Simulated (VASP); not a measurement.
# MoSe (P1) in VASP: single point with r2SCAN+U

Aim: the single point of MoSe with r2SCAN+U.

Program: VASP 6.6.1. These are calculated values, not measurements. Logs are shortened: lines on timing, memory, paths and dates and some standing lists are left out, and cuts for length are marked.

## 1. The cell of the first run

The typed cell holds 2 atoms: a = 3.471 Å, b = 3.471 Å, c = 4.373 Å, α = 90.00°, β = 90.00°, γ = 120.00°.

## 2. Single point, r2SCAN+U

Input file POSCAR:

```
MoSe
1.0
    3.4706685900      0.0000000000      0.0000000000
   -1.7353343000      3.0056871700      0.0000000000
    0.0000000000      0.0000000000      4.3727953400
Mo Se
1 1
Direct
    0.6638880000      0.3374930000      0.0198780000
    0.3549630000      0.6864620000      0.1184120000
```

Input file INCAR.step1:

```
PREC = Accurate
ENCUT = 550
ISMEAR = 1
SIGMA = 0.05
LREAL = False
LASPH = True
NELM = 300
LMAXMIX = 4
LDAU = True
LDAUTYPE = 2
LDAUL = 2 -1
LDAUU = 5.3 0
LDAUJ = 0 0
NBANDS = 17
GGA = PE
ALGO = All
EDIFF = 1E-5
LWAVE = True
LCHARG = False
GGA_COMPAT = False
ISEARCH = 1
KPAR = 4
```

Input file INCAR.step2:

```
PREC = Accurate
ENCUT = 550
EDIFF = 1E-6
ISMEAR = 1
SIGMA = 0.05
LREAL = False
LASPH = True
NELM = 300
ALGO = All
ISIF = 2
LWAVE = False
LCHARG = False
LMAXMIX = 4
LDAU = True
LDAUTYPE = 2
LDAUL = 2 -1
LDAUU = 5.3 0
LDAUJ = 0 0
LDAUPRINT = 1
METAGGA = R2SCAN
LMIXTAU = True
NBANDS = 17
ISTART = 1
GGA_COMPAT = False
ISEARCH = 1
KPAR = 4
```

Input file KPOINTS:

```
Automatic mesh
0
Gamma
  6 6 5
```

Potentials or basis: VASP PAW PBE potentials, release 64 (Mo_sv, Se).

Launch:

```console
cat potpaw_PBE.64/Mo_sv/POTCAR potpaw_PBE.64/Se/POTCAR > POTCAR
cp INCAR.step1 INCAR
mpirun -np 4 vasp_std > vasp.out
cp INCAR.step2 INCAR
mpirun -np 4 vasp_std > vasp.out
```

OUTCAR:

```text
PREC = Accurate
   ENCUT = 550
   EDIFF = 1E-6
   ISMEAR = 1
   LREAL = False
   LASPH = True
   NELM = 300
   ISIF = 2
   METAGGA = R2SCAN
   ISTART = 1

 ion  position               nearest neighbor table
   1  0.664  0.337  0.020-   2 2.00   2 2.03   2 2.12
   2  0.355  0.686  0.118-   1 2.00   1 2.03   1 2.12

  LATTYP: Found a hexagonal cell.
 ALAT       =     3.4706685900
 C/A-ratio  =     1.2599288081

  Lattice vectors:

 A1 = (   3.4706685900,   0.0000000000,   0.0000000000)
 A2 = (  -1.7353343000,   3.0056871700,   0.0000000000)
 A3 = (   0.0000000000,   0.0000000000,   4.3727953400)

Analysis of symmetry for initial positions (statically):
=====================================================================
 Subroutine PRICEL returns:
 Original cell was already a primitive cell.

 Routine SETGRP: Setting up the symmetry group for a
 hexagonal supercell.

 Subroutine GETGRP returns: Found  1 space group operations
 (whereof  1 operations were pure point group operations)
 out of a pool of 24 trial point group operations.

The static configuration has the point symmetry C_1 .

Analysis of symmetry for dynamics (positions and initial velocities):
=====================================================================
 Subroutine PRICEL returns:
 Original cell was already a primitive cell.

 Routine SETGRP: Setting up the symmetry group for a
 hexagonal supercell.

 Subroutine GETGRP returns: Found  1 space group operations
 (whereof  1 operations were pure point group operations)
 out of a pool of 24 trial point group operations.

The dynamic configuration has the point symmetry C_1 .

 Subroutine INISYM returns: Found  1 space group operations
 (whereof  1 operations are pure point group operations),
 and found     1 'primitive' translations

----------------------------------------------------------------------------------------

                                     Primitive cell

  volume of cell :      45.6159

  direct lattice vectors                    reciprocal lattice vectors
[... 139 lines left out ...]
 -0.0533  0.0130 -0.0466  0.6059 -0.0016
 -0.0095 -0.0428  0.0522 -0.0016  0.5622

spin component  2

  0.5506 -0.0028  0.0654 -0.0533 -0.0095
 -0.0028  0.5802 -0.0275  0.0130 -0.0428
  0.0654 -0.0275  0.1811 -0.0466  0.0522
 -0.0533  0.0130 -0.0466  0.6059 -0.0016
 -0.0095 -0.0428  0.0522 -0.0016  0.5622

 occupancies and eigenvectors

  o =  0.1589  v = -0.1545  0.0474  0.9756  0.0815 -0.1246  0.0000  0.0000  0.0000  0.0000  0.0000      0.0000  0.0000  0.0000  0.0000  0.0000  0.0000  0.0000  0.0000  0.0000  0.0000
  o =  0.1589  v =  0.0000  0.0000  0.0000  0.0000  0.0000 -0.1545  0.0474  0.9756  0.0815 -0.1246      0.0000  0.0000  0.0000  0.0000  0.0000  0.0000  0.0000  0.0000  0.0000  0.0000
  o =  0.5203  v =  0.8102  0.0784  0.0992  0.5494  0.1605  0.0000  0.0000  0.0000  0.0000  0.0000      0.0000  0.0000  0.0000  0.0000  0.0000  0.0000  0.0000  0.0000  0.0000  0.0000
  o =  0.5203  v =  0.0000  0.0000  0.0000  0.0000  0.0000  0.8102  0.0784  0.0992  0.5494  0.1605      0.0000  0.0000  0.0000  0.0000  0.0000  0.0000  0.0000  0.0000  0.0000  0.0000
  o =  0.5288  v = -0.1162  0.6619  0.0540 -0.1445  0.7243  0.0000  0.0000  0.0000  0.0000  0.0000      0.0000  0.0000  0.0000  0.0000  0.0000  0.0000  0.0000  0.0000  0.0000  0.0000
  o =  0.5288  v =  0.0000  0.0000  0.0000  0.0000  0.0000 -0.1162  0.6619  0.0540 -0.1445  0.7243      0.0000  0.0000  0.0000  0.0000  0.0000  0.0000  0.0000  0.0000  0.0000  0.0000
  o =  0.6149  v =  0.0000  0.0000  0.0000  0.0000  0.0000 -0.2706 -0.6664  0.0437  0.3043  0.6230      0.0000  0.0000  0.0000  0.0000  0.0000  0.0000  0.0000  0.0000  0.0000  0.0000
  o =  0.6149  v = -0.2706 -0.6664  0.0437  0.3043  0.6230  0.0000  0.0000  0.0000  0.0000  0.0000      0.0000  0.0000  0.0000  0.0000  0.0000  0.0000  0.0000  0.0000  0.0000  0.0000
  o =  0.6570  v = -0.4826  0.3307 -0.1834  0.7603 -0.2143  0.0000  0.0000  0.0000  0.0000  0.0000      0.0000  0.0000  0.0000  0.0000  0.0000  0.0000  0.0000  0.0000  0.0000  0.0000
  o =  0.6570  v =  0.0000  0.0000  0.0000  0.0000  0.0000 -0.4826  0.3307 -0.1834  0.7603 -0.2143      0.0000  0.0000  0.0000  0.0000  0.0000  0.0000  0.0000  0.0000  0.0000  0.0000

 number of electron      20.0000001 magnetization

 Free energy of the ion-electron system (eV)
  ---------------------------------------------------
  ext. energy  EPLUGINS =         0.00000000
  ---------------------------------------------------
  free energy    TOTEN  =       -27.75175275 eV

  energy without entropy =      -27.75161003  energy(sigma->0) =      -27.75170518

 E-fermi :   5.7878     XC(G=0): -10.3612

 val. band max:        5.7814856432   @ k =   0.1667   0.1667   0.4000
 cond. band min:       5.9418193358   @ k =  -0.1667   0.5000   0.0000
 fundamental gap:      0.1603336926
 Fermi energy:         5.7877817459

 k-point     1 :       0.0000    0.0000    0.0000
  band No.  band energies     occupation
      1     -56.1856      2.00000
      2     -30.0754      2.00000
      3     -29.9092      2.00000
      4     -29.6637      2.00000
      5     -10.0558      2.00000
      6      -0.9703      2.00000
[... 457 lines left out ...]
      4     -29.6549      2.00000
      5      -9.6503      2.00000
      6      -0.9958      2.00000
[... 9 lines left out ...]
     16      16.0719      0.00000
     17      18.0878      0.00000

 [... further k-points ...]

------------------------ aborting loop because EDIFF is reached ----------------------------------------

  FORCE on cell =-STRESS in cart. coord.  units (eV):
  Direction    XX          YY          ZZ          XY          YZ          ZX
  --------------------------------------------------------------------------------------
  -------------------------------------------------------------------------------------
  Total       26.4635716     32.7023004      1.6402089     -3.6582524     -0.9699537     -1.0553696
  in kB      929.4862404   1148.6105789     57.6094414   -128.4896580    -34.0679106    -37.0679937
  external PRESSURE =     711.9020869 kB  Pullay stress =       0.0000000 kB

 VOLUME and BASIS-vectors are now :
 -----------------------------------------------------------------------------
  energy-cutoff  :      550.00
  volume of cell :       45.62
      direct lattice vectors                 reciprocal lattice vectors
     3.470668590  0.000000000  0.000000000     0.288128922  0.166351311  0.000000000
    -1.735334300  3.005687170  0.000000000     0.000000000  0.332702621  0.000000000
     0.000000000  0.000000000  4.372795340     0.000000000  0.000000000  0.228686669

 POSITION                                       TOTAL-FORCE (eV/Angst)
 -----------------------------------------------------------------------------------
      1.71847      1.01440      0.08692         2.384727      2.208939     -7.313102
      0.04072      2.06329      0.51779        -2.384727     -2.208939      7.313102
 -----------------------------------------------------------------------------------
    total drift:                               -0.000363     -0.000061     -0.000472

  FREE ENERGIE OF THE ION-ELECTRON SYSTEM (eV)
  ---------------------------------------------------
  free  energy   TOTEN  =       -27.7517527522 eV

  energy  without entropy=      -27.7516098459  energy(sigma->0) =      -27.75170512
```

OUTCAR.step1:

```text
PREC = Accurate
   ENCUT = 550
   ISMEAR = 1
   LREAL = False
   LASPH = True
[... 707 lines left out ...]
      1.71847      1.01440      0.08692         2.321974      2.171449     -7.194444
      0.04072      2.06329      0.51779        -2.321974     -2.171449      7.194444
 -----------------------------------------------------------------------------------
    total drift:                                0.000275      0.000501     -0.006025

  FREE ENERGIE OF THE ION-ELECTRON SYSTEM (eV)
  ---------------------------------------------------
  free  energy   TOTEN  =        -1.5664826266 eV

  energy  without entropy=       -1.5667108156  energy(sigma->0) =       -1.56655869
```

Wall time 2.6 min (4 MPI ranks of Intel Xeon Platinum 8375C at 2.90GHz (Ice Lake), shared host); peak memory 0.28 GiB.

What came out:

```
Free energy            : -27.7518 eV
Pressure               : 71.2 GPa
Largest force          : 8.003 eV/Å
Band gap on the k mesh : zero (bands 10 and 11 overlap by 0.37 eV)
```

Forces in eV/Å, atoms in the order of the input:
```
Mo   2.385  2.209 -7.313
Se  -2.385 -2.209  7.313
```

Stress tensor (GPa, compression positive):
```
 92.95 -12.85  -3.71
-12.85 114.86  -3.41
 -3.71  -3.41   5.76
```

Eigenvalues of the final occupation matrices:
| site | spin | trace | eigenvalues |
| --- | --- | --- | --- |
| site 1 d | 1 | 2.48 | 0.16 0.52 0.53 0.61 0.66 |
| site 1 d | 2 | 2.48 | 0.16 0.52 0.53 0.61 0.66 |

Caveat: the stress differs along the axes, from 6 to 115 GPa; the PAW data sets were made with another functional, which shifts forces and pressure a little; U without spin polarisation on a metal has little footing.

The gap in the log of VASP goes by the Fermi energy; the results here count the filled bands.